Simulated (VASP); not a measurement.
Here is a VASP 6.6.1 calculation.

Contents of INCAR:

```
SYSTEM = MnO
ALGO = Normal
EDIFF = 1E-7
ENCUT = 520
GGA = PE
ISIF = 2
ISMEAR = 0
ISPIN = 2
LASPH = .True.
LCHARG = .False.
LMAXMIX = 4
LORBIT = 11
LREAL = .False.
LWAVE = .False.
MAGMOM = 4.44 0.25
NBANDS = 20
NELM = 150
PREC = Accurate
SIGMA = 0.1
```

KPOINTS

```
k-points
0
Gamma
  16 16 16
  0 0 0
```

Contents of POSCAR:

```
MnO
1.0
    0.0000000000      2.1525852642      2.1525852642
    2.1525852642      0.0000000000      2.1525852642
    2.1525852642      2.1525852642      0.0000000000
Mn O
1 1
Direct
    0.0000000000      0.0000000000      0.0000000000
    0.5000000000      0.5000000000      0.5000000000
```

Potentials or basis: VASP PAW PBE potentials, release 64 (Mn_pv, O).

The run is started by

```bash
$ cat potpaw_PBE.64/Mn_pv/POTCAR potpaw_PBE.64/O/POTCAR > POTCAR
$ mpirun -np 1 vasp_std > vasp.out
```

(1) Estimate the pressure.

(2) Estimate the site moments.

(3) What does it give for the net moment?

Answers

(1) 12.3 GPa.

(2) Mn +4.10; O +0.18 μB.

(3) 4.48 μB per cell.

Caveat: the cell stands under pressure; a cell with one magnetic atom can't hold antiferromagnetic order, which such compounds often take.
